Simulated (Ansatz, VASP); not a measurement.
# One calculation of Pd, two programs

```
Pd
1.0
     0.00000    2.80734    2.80734
     2.80734    0.00000    2.80734
     2.80734    2.80734    0.00000
Pd
2
Direct
  0.12500 0.12500 0.12500
  0.87500 0.87500 0.87500
```

Alike in both runs: functional LDA; k mesh 10 × 10 × 10; occupations fermi-dirac, width 0.05 eV; collinear spin.

Ansatz relaxed the structure, and its values are those at the end. VASP's run is a single point on that final structure, the one shown.

|  | VASP | Ansatz |
| --- | --- | --- |
| version | VASP 6.6.1 | Ansatz 0.2.0 |
| potentials or method | VASP PAW LDA potentials, release 64 (Pd), cutoff 520 eV | plane waves (420 eV) with PAW, scalar-relativistic |
| valence electrons in the cell | 20 | 36 |

```tsv
	VASP	Ansatz	Ansatz less VASP
pressure (GPa)	-0.2	0.0	+0.25
net moment per atom (μB)	0.00	0.00	0.000
```

Ansatz warns that its potentials were made for another functional, while VASP's fit it. LDA's correlation is that of Perdew and Zunger in VASP and of Perdew and Wang (1992) in Ansatz. VASP's potentials hold 20 valence electrons a cell and Ansatz's 36, so a difference there can come from the potentials and not from the codes. Ansatz's warnings: seeded moment not kept.
